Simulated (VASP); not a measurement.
BAs (hb.bA):

```
CELL_PARAMETERS angstrom
0.00000 2.38500 2.38500
2.38500 0.00000 2.38500
2.38500 2.38500 0.00000
ATOMIC_POSITIONS crystal
B 0.00000 0.00000 0.00000
As 0.25000 0.25000 0.25000
```

| Quantity | Value |
| --- | --- |
| Program | VASP 6.6.1 |
| Task | relaxation of cell and atoms |
| Functional | PBE |
| Potentials or basis | VASP PAW PBE potentials, release 64 (B, As) |
| Cutoff | 500 eV |
| k mesh | 10 × 10 × 10 |
| Occupations | gaussian, width 0.02 eV |
| Spin | no spin polarisation |

At the start: pressure 4.1 GPa; volume 13.57 Å³/atom.

Problem. Where does the relaxation end?

Solution. Over 3 steps the energy falls by 5.0 meV/atom and the volume is 13.97 Å³/atom (+3.0 %); space group F-43m (No. 216, to 0.05 Å).

The path:
| step | energy change (eV) | largest force (eV/Å) | pressure (GPa) | volume (Å³) |
| --- | --- | --- | --- | --- |
| 1 | 0.0000 | 0.0000 | 4.08 | 27.13 |
| 2 | -0.0052 | 0.0000 | -2.59 | 28.51 |
| 3 | -0.0099 | 0.0000 | 0.01 | 27.93 |

Final structure:
```
B As
1.0
     0.00000    2.40826    2.40826
     2.40826    0.00000    2.40826
     2.40826    2.40826    0.00000
B As
1 1
Cartesian
  0.0000 0.0000 0.0000
  1.2041 1.2041 1.2041
```
